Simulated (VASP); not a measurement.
Wanted: the native input for a VASP 6.6.1 run.

```
Task                   : relaxation of cell and atoms
Functional             : PBE
Potentials or basis    : VASP PAW PBE potentials, release 64 (Be, Te, O)
Cutoff                 : 600 eV
k mesh                 : 8 × 8 × 6
Occupations            : gaussian, width 0.02 eV
Spin                   : no spin polarisation
Dipole correction      : no
Further INCAR settings : ALGO = Normal; EDIFF = 1e-07; IBRION = 2; EDIFFG = -0.01; NSW = 100; ISIF = 3
```

The structure of Be3TeO2 lies in POSCAR:

```
Be3TeO2
1.0
    3.9152179527      0.0000000000      0.0000000000
    0.0000000000      3.9152179527      0.0000000000
    0.0000000000      0.0000000000      5.4027919954
Be Te O
3 1 2
Direct
    0.0000000000      0.5000000000      0.0970556667
    0.5000000000      0.0000000000      0.0970556667
    0.5000000000      0.5000000000      0.7400251529
    0.0000000000      0.0000000000      0.8130105567
    0.5000000000      0.5000000000      0.0382913937
    0.5000000000      0.5000000000      0.4742290532
```

The cell was built from a structure type or drawn by symmetry, and may not be a known phase.

These files were run (other wordings do the same):

INCAR

```
SYSTEM = Be3TeO2
PREC = Accurate
ENCUT = 600
EDIFF = 1E-7
ISMEAR = 0
SIGMA = 0.02
LREAL = .False.
LASPH = .True.
NELM = 60
ALGO = Normal
ISIF = 3
LWAVE = .False.
LCHARG = .False.
GGA = PE
IBRION = 2
NSW = 100
EDIFFG = -0.01
```

KPOINTS

```
regular mesh
0
Gamma
  8 8 6
  0 0 0
```

Potentials or basis: VASP PAW PBE potentials, release 64 (Be, Te, O).

Command:

```sh
$ cat potpaw_PBE.64/Be/POTCAR potpaw_PBE.64/Te/POTCAR potpaw_PBE.64/O/POTCAR > POTCAR
$ mpirun -np 1 vasp_std > vasp.out
```

Results of the run:

```json
{
 "Relaxed volume": "13.59 Å³/atom",
 "Relaxed cell": "a = 3.876 Å, b = 3.876 Å, c = 5.426 Å, α = 90.00°, β = 90.00°, γ = 90.00°",
 "Space group after relaxing (to 0.1 Å)": "P4mm (No. 99)",
 "Energy gained by relaxing": "0.6 meV/atom",
 "Ionic steps": "21",
 "Pressure after relaxing": "0.0 GPa",
 "Largest force after relaxing": "0.006 eV/Å",
 "Band gap on the k mesh": "0.80 eV (least direct gap 0.94 eV)"
}
```

Caveat: spin-orbit coupling is left out, which moves the levels of the heavy elements.

Run time: 5.6 min on 1 thread of Intel(R) Xeon(R) 6975P-C (Granite Rapids) (shared host), peak memory 0.29 GiB.
